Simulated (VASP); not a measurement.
Input of a VASP 6.6.1 run:

The input INCAR:

```
SYSTEM = Ga
PREC = Accurate
ENCUT = 520
EDIFF = 1E-8
ISMEAR = -1
SIGMA = 0.05
LREAL = .False.
LASPH = .True.
NELM = 100
ALGO = Normal
ISIF = 2
LWAVE = .False.
LCHARG = .False.
GGA = PE
LEFG = .True.
NBANDS = 20
```

Contents of KPOINTS:

```
regular mesh
0
Gamma
  18 18 10
  0 0 0
```

Contents of POSCAR:

```
Ga
1.0
    3.0700869605      0.0000000000      0.0000000000
   -1.5350434803      2.6587732996      0.0000000000
    0.0000000000      0.0000000000      4.9615354456
Ga
2
Direct
    0.3333333333      0.6666666667      0.2500000000
    0.6666666667      0.3333333333      0.7500000000
```

Potentials or basis: VASP PAW PBE potentials, release 64 (Ga_d).

The run is started by

```bash
$ cat potpaw_PBE.64/Ga_d/POTCAR > POTCAR
$ mpirun -np 1 vasp_std > vasp.out
```

Q: What does it give for the band gap on the k mesh?

A: Zero (band 13 reaches 9.08 eV, above the bottom of band 14 at 2.04 eV).

Q: Estimate the pressure.

A: -2.3 GPa.

Electric field gradients, principal values (V/Å²):
```
atom  least  middle  greatest (by size)
1 Ga  0.972   0.975              -1.947
2 Ga  0.972   0.975              -1.947
```

Caveat: without QUAD_EFG the Cq values of the log hold for a quadrupole moment of 1 mb, not for the nuclei.
